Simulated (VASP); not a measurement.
# Al2Rh (P4_2/nmc) in VASP: further runs

Al2Rh is run at these levels: PBE; tasks: single point.

Everything below comes from runs of VASP 6.6.1. Logs are shortened: lines on timing, memory, paths and dates and some standing lists are left out, and cuts for length are marked.

## 1. The cell of the first run

It takes space group P4_2/nmc (No. 137, tetragonal). The conventional cell has a = 2.828 Å, b = 2.828 Å, c = 12.227 Å, α = 90.00°, β = 90.00°, γ = 90.00°. Al (site symmetry 2mm) has 2 Rh at 2.47 Å and 8 Al at 2.83 to 2.88 Å within 3.3 Å. Rh (site symmetry -4m2) has 4 Al at 2.47 Å and 4 Rh at 2.83 Å within 3.3 Å.

The cell was built from a structure type or drawn by symmetry, and may not be a known phase.

## 2. Single point, PBE

Contents of INCAR:

```
SYSTEM = Al2Rh
  PREC = Accurate
  ENCUT = 500
  EDIFF = 1E-6
  ISMEAR = 0
  SIGMA = 0.1
  LREAL = .False.
  LASPH = .True.
  NELM = 120
  ALGO = Normal
  ISIF = 2
  LWAVE = .False.
  LCHARG = .False.
  GGA = PE
  NBANDS = 30
  GGA_COMPAT = .False.
```

Contents of KPOINTS:

```
Automatic mesh
0
Gamma
  14 14 4
  0 0 0
```

Contents of POSCAR:

```
Al2Rh
1.0
    2.8279257707      0.0000000000      0.0000000000
    0.0000000000      2.8279257707      0.0000000000
    0.0000000000      0.0000000000     12.2271915222
Al Rh
4 2
Direct
    0.0000000000      0.5000000000      0.8347207538
    0.0000000000      0.5000000000      0.3347207538
    0.5000000000      0.0000000000      0.6652792462
    0.5000000000      0.0000000000      0.1652792462
    0.0000000000      0.0000000000      0.5000000000
    0.5000000000      0.5000000000      0.0000000000
```

Potentials or basis: VASP PAW PBE potentials, release 64 (Al, Rh_pv).

Command:

```
$ cat potpaw_PBE.64/Al/POTCAR potpaw_PBE.64/Rh_pv/POTCAR > POTCAR
$ mpirun -np 1 vasp_std > vasp.out
```

OUTCAR:

```text
SYSTEM = Al2Rh
   PREC = Accurate
   ENCUT = 500
   EDIFF = 1E-6
   ISMEAR = 0
   LREAL = .False.
   LASPH = .True.
   NELM = 120
   ISIF = 2
   GGA = PE

 ion  position               nearest neighbor table
   1  0.000  0.500  0.835-   6 2.47   6 2.47   3 2.88   3 2.88   3 2.88   3 2.88
   2  0.000  0.500  0.335-   5 2.47   5 2.47   4 2.88   4 2.88   4 2.88   4 2.88
   3  0.500  0.000  0.665-   5 2.47   5 2.47   1 2.88   1 2.88   1 2.88   1 2.88
   4  0.500  0.000  0.165-   6 2.47   6 2.47   2 2.88   2 2.88   2 2.88   2 2.88
   5  0.000  0.000  0.500-   2 2.47   3 2.47   2 2.47   3 2.47
   6  0.500  0.500  0.000-   1 2.47   4 2.47   4 2.47   1 2.47

  LATTYP: Found a simple tetragonal cell.
 ALAT       =     2.8279257707
 C/A-ratio  =     4.3237314249

  Lattice vectors:

 A1 = (   2.8279257707,   0.0000000000,   0.0000000000)
 A2 = (   0.0000000000,   2.8279257707,   0.0000000000)
 A3 = (   0.0000000000,   0.0000000000,  12.2271915222)

Analysis of symmetry for initial positions (statically):
=====================================================================
 Subroutine PRICEL returns:
 Original cell was already a primitive cell.

 Routine SETGRP: Setting up the symmetry group for a
 simple tetragonal supercell.

 Subroutine GETGRP returns: Found 16 space group operations
 (whereof  8 operations were pure point group operations)
 out of a pool of 16 trial point group operations.

The static configuration has the point symmetry D_2d.
 The point group associated with its full space group is D_4h.

Analysis of symmetry for dynamics (positions and initial velocities):
=====================================================================
 Subroutine PRICEL returns:
 Original cell was already a primitive cell.

 Routine SETGRP: Setting up the symmetry group for a
 simple tetragonal supercell.

 Subroutine GETGRP returns: Found 16 space group operations
 (whereof  8 operations were pure point group operations)
 out of a pool of 16 trial point group operations.

The dynamic configuration has the point symmetry D_2d.
 The point group associated with its full space group is D_4h.

 Subroutine INISYM returns: Found 16 space group operations
 (whereof  8 operations are pure point group operations),
 and found     1 'primitive' translations

----------------------------------------------------------------------------------------

                                     Primitive cell

  volume of cell :      97.7829

  direct lattice vectors                    reciprocal lattice vectors
     2.827925771  0.000000000  0.000000000     0.353616071  0.000000000  0.000000000
     0.000000000  2.827925771  0.000000000     0.000000000  0.353616071  0.000000000
     0.000000000  0.000000000 12.227191522     0.000000000  0.000000000  0.081784930

  length of vectors
     2.827925771  2.827925771 12.227191522     0.353616071  0.353616071  0.081784930

  position of ions in fractional coordinates (direct lattice)
     0.000000000  0.500000000  0.834720754
     0.000000000  0.500000000  0.334720754
     0.500000000  0.000000000  0.665279246
     0.500000000  0.000000000  0.165279246
     0.000000000  0.000000000  0.500000000
     0.500000000  0.500000000  0.000000000

  ion indices of the primitive-cell ions
   primitive index   ion index
                 1           1
                 2           2
                 3           3
                 4           4
                 5           5
                 6           6

----------------------------------------------------------------------------------------

 KPOINTS: Automatic mesh

Automatic generation of k-mesh.
 Grid dimensions read from file:
 generate k-points for:   14   14    4

 Generating k-lattice:

  Cartesian coordinates                     Fractional coordinates (reciprocal lattice)
     0.025258291  0.000000000  0.000000000     0.071428571  0.000000000  0.000000000
     0.000000000  0.025258291  0.000000000     0.000000000  0.071428571  0.000000000
     0.000000000  0.000000000  0.020446232     0.000000000  0.000000000  0.250000000

  Length of vectors
     0.025258291  0.025258291  0.020446232

  Shift w.r.t. Gamma in fractional coordinates (k-lattice)
     0.000000000  0.000000000  0.000000000

 Subroutine IBZKPT returns following result:
 ===========================================

 Found    108 irreducible k-points:

 Following reciprocal coordinates:
            Coordinates               Weight
  0.000000  0.000000  0.000000      1.000000
  0.071429  0.000000  0.000000      4.000000
  0.142857  0.000000  0.000000      4.000000
  0.214286  0.000000  0.000000      4.000000
  0.285714  0.000000  0.000000      4.000000
  0.357143  0.000000  0.000000      4.000000
[... 16 lines left out ...]
  0.285714  0.214286  0.000000      8.000000
  0.357143  0.214286  0.000000      8.000000
 [... further k-points ...]
   k-points           NKPTS =    108   k-points in BZ     NKDIM =    108   number of bands    NBANDS=     30
   number of dos      NEDOS =    301   number of ions     NIONS =      6
   total plane-waves  NPLWV =  51840
   dimension x,y,z NGX =    24 NGY =   24 NGZ =   90
   dimension x,y,z NGXF=    48 NGYF=   48 NGZF=  180
   ions per type =               4   2
   NGX,Y,Z   is equivalent  to a cutoff of  14.11, 14.11, 12.24 a.u.
   NGXF,Y,Z  is equivalent  to a cutoff of  28.22, 28.22, 24.47 a.u.
 SYSTEM =  Al2Rh
   PREC   = accura    normal or accurate (medium, high low for compatibility)
   ISTART =      0    job   : 0-new  1-cont  2-samecut
   ICHARG =      2    charge: 1-file 2-atom 10-const
   ISPIN  =      1    spin polarized calculation?
   LNONCOLLINEAR =      F non collinear calculations
   LSORBIT =      F    spin-orbit coupling
   LASPH  =      T    aspherical Exc in radial PAW
   ENCUT  =  500.0 eV  36.75 Ry    6.06 a.u.   5.16  5.16 22.29*2*pi/ulx,y,z
   NELM   =    120;   NELMIN=  2; NELMDL= -5     # of ELM steps
   EDIFF  = 0.1E-05   stopping-criterion for ELM
   LREAL  =      F    real-space projection
   EDIFFG = 0.1E-04   stopping-criterion for IOM
   NSW    =      0    number of steps for IOM
   IBRION =     -1    ionic relax: 0-MD 1-quasi-New 2-CG
   NFREE  =      0    steps in history (QN), initial steepest desc. (CG)
   ISIF   =      2    stress and relaxation
   ISYM   =      2    0-nonsym 1-usesym 2-fastsym
   POTIM  = 0.5000    time-step for ionic-motion
   TEBEG  =    0.0;   TEEND  =   0.0 temperature during run
   PSTRESS=    0.0 pullay stress
   NELECT =      42.0000    total number of electrons
   NUPDOWN=      -1.0000    fix difference up-down
   EMIN   =  10.00;   EMAX   =-10.00  energy-range for DOS
   EFERMI =   0.00;   METHOD = LEGACY
   ISMEAR =     0;   SIGMA  =   0.10  broadening in eV -4-tet -1-fermi 0-gaus
   EFERMI_NEDOS =   21; number of points for ismear=-14 and -15
   IALGO  =     38    algorithm
   IMIX   =      4    mixing-type and parameters
     AMIX     =   0.40;   BMIX     =  1.00
     AMIX_MAG =   1.60;   BMIX_MAG =  1.00
  volume/ion in A,a.u.               =      16.30       109.98
  Fermi-wavevector in a.u.,A,eV,Ry     =   1.235199  2.334188 20.758643  1.525717
  Thomas-Fermi vector in A             =   2.369858
   LORBIT       =      0    0 simple, 1 ext, 2 COOP (PROOUT), +10 PAW based schemes
   GGA     = PE    functional components
   LHFCALC =     F    Hartree Fock is set to
   AEXX    =    0.0000 exact exchange contribution
   IVDW    =     0    specifies the selected vdW correction
   LEPSILON=     F    determine dielectric tensor
   LRPA    =     F    only Hartree local field effects (RPA)
 non-spin polarized calculation
 Gauss-broadening in eV      SIGMA  =   0.10
  energy-cutoff  :      500.00
  volume of cell :       97.78
 maximum number of plane-waves:      2520
 NGX is ok and might be reduce to    24
   NGX = 11   NGY = 11   NGZ = 45

 number of electron      41.9999998 magnetization

 Free energy of the ion-electron system (eV)
  ---------------------------------------------------
  ext. energy  EPLUGINS =         0.00000000
  ---------------------------------------------------
  free energy    TOTEN  =       -30.45571362 eV

  energy without entropy =      -30.43819620  energy(sigma->0) =      -30.44695491

 E-fermi :   8.1312     XC(G=0): -11.0501

 val. band max:        8.1311258368   @ k =   0.3571   0.2143   0.0000
 cond. band min:       8.1565815281   @ k =   0.2857   0.2857   0.2500
 fundamental gap:      0.0254556913
 Fermi energy:         8.1312044890

 k-point     1 :       0.0000    0.0000    0.0000
  band No.  band energies     occupation
      1     -37.7421      2.00000
      2     -37.7421      2.00000
      3     -37.4252      2.00000
      4     -37.4252      2.00000
      5     -37.4252      2.00000
      6     -37.4252      2.00000
[... 22 lines left out ...]
     29      15.7951      0.00000
     30      15.7951      0.00000

 k-point     2 :       0.0714    0.0000    0.0000
  band No.  band energies     occupation
      1     -37.7409      2.00000
      2     -37.7409      2.00000
      3     -37.4370      2.00000
      4     -37.4370      2.00000
      5     -37.4242      2.00000
      6     -37.4242      2.00000
[... 22 lines left out ...]
     29      16.2240      0.00000
     30      16.5462      0.00000

 k-point     3 :       0.1429    0.0000    0.0000
  band No.  band energies     occupation
      1     -37.7375      2.00000
      2     -37.7375      2.00000
      3     -37.4701      2.00000
      4     -37.4701      2.00000
      5     -37.4215      2.00000
      6     -37.4215      2.00000
[... 682 lines left out ...]
     29      12.9162      0.00000
     30      14.7147      0.00000

 k-point    24 :       0.3571    0.2143    0.0000
  band No.  band energies     occupation
      1     -37.7130      2.00000
      2     -37.7130      2.00000
      3     -37.6081      2.00000
      4     -37.6081      2.00000
      5     -37.5003      2.00000
      6     -37.5003      2.00000
[... 22 lines left out ...]
     29      13.0842      0.00000
     30      14.0339      0.00000

 [... further k-points ...]

------------------------ aborting loop because EDIFF is reached ----------------------------------------

  FORCE on cell =-STRESS in cart. coord.  units (eV):
  Direction    XX          YY          ZZ          XY          YZ          ZX
  --------------------------------------------------------------------------------------
  -------------------------------------------------------------------------------------
  Total       -0.0216690     -0.0216690      0.0602899      0.0000000      0.0000000      0.0000000
  in kB       -0.3550482     -0.3550482      0.9878527      0.0000000      0.0000000      0.0000000
  external PRESSURE =       0.0925854 kB  Pullay stress =       0.0000000 kB

 VOLUME and BASIS-vectors are now :
 -----------------------------------------------------------------------------
  energy-cutoff  :      500.00
  volume of cell :       97.78
      direct lattice vectors                 reciprocal lattice vectors
     2.827925771  0.000000000  0.000000000     0.353616071  0.000000000  0.000000000
     0.000000000  2.827925771  0.000000000     0.000000000  0.353616071  0.000000000
     0.000000000  0.000000000 12.227191522     0.000000000  0.000000000  0.081784930

 POSITION                                       TOTAL-FORCE (eV/Angst)
 -----------------------------------------------------------------------------------
      0.00000      1.41396     10.20629        -0.000000     -0.000000     -0.015181
      0.00000      1.41396      4.09269        -0.000000     -0.000000     -0.015181
      1.41396      0.00000      8.13450        -0.000000      0.000000      0.015181
      1.41396      0.00000      2.02090        -0.000000      0.000000      0.015181
      0.00000      0.00000      6.11360        -0.000000     -0.000000      0.000000
      1.41396      1.41396      0.00000         0.000000      0.000000      0.000000
 -----------------------------------------------------------------------------------
    total drift:                                0.000000     -0.000000     -0.000000

  FREE ENERGIE OF THE ION-ELECTRON SYSTEM (eV)
  ---------------------------------------------------
  free  energy   TOTEN  =       -30.4557136245 eV

  energy  without entropy=      -30.4381961961  energy(sigma->0) =      -30.44695491
```

Wall time 6.5 min (1 thread of Intel Xeon 8259CL, shared host); peak memory 0.38 GiB.

What came out:

```
Free energy            : -30.4557 eV
Pressure               : 0.0 GPa
Largest force          : 0.015 eV/Å
Band gap on the k mesh : zero (bands 21 and 22 overlap by 2.53 eV)
```

Forces in eV/Å, atoms in the order of the input:
```
Al   0.000  0.000 -0.015
Al   0.000  0.000 -0.015
Al   0.000  0.000  0.015
Al   0.000  0.000  0.015
Rh   0.000  0.000  0.000
Rh   0.000  0.000  0.000
```

Stress tensor (GPa, compression positive):
```
-0.04  0.00  0.00
 0.00 -0.04  0.00
 0.00  0.00  0.10
```

Levels at points of the mesh, in eV from the Fermi level:
```
           k point  band 18  band 19  band 20  band 21  band 22  band 23  band 24  band 25
(0.00, 0.00, 0.00)    -1.08    -1.08    -0.89     0.31     0.31     2.40     6.11     6.77
(0.50, 0.00, 0.00)    -0.97    -0.81    -0.81    -0.36    -0.36     0.16     0.16     2.72
(0.50, 0.50, 0.00)    -0.16    -0.12    -0.12     0.94     0.94     1.20     1.20     2.09
(0.00, 0.00, 0.50)    -1.09    -1.09    -1.09     0.31     0.31     4.13     4.13     6.91
(0.50, 0.00, 0.50)    -1.68    -0.97    -0.97    -0.81    -0.81     1.57     1.57     2.11
(0.50, 0.50, 0.50)    -0.49     0.27     0.27     0.27     0.27     1.20     1.20     2.64
```

(Part 1 of 2 ends here.)
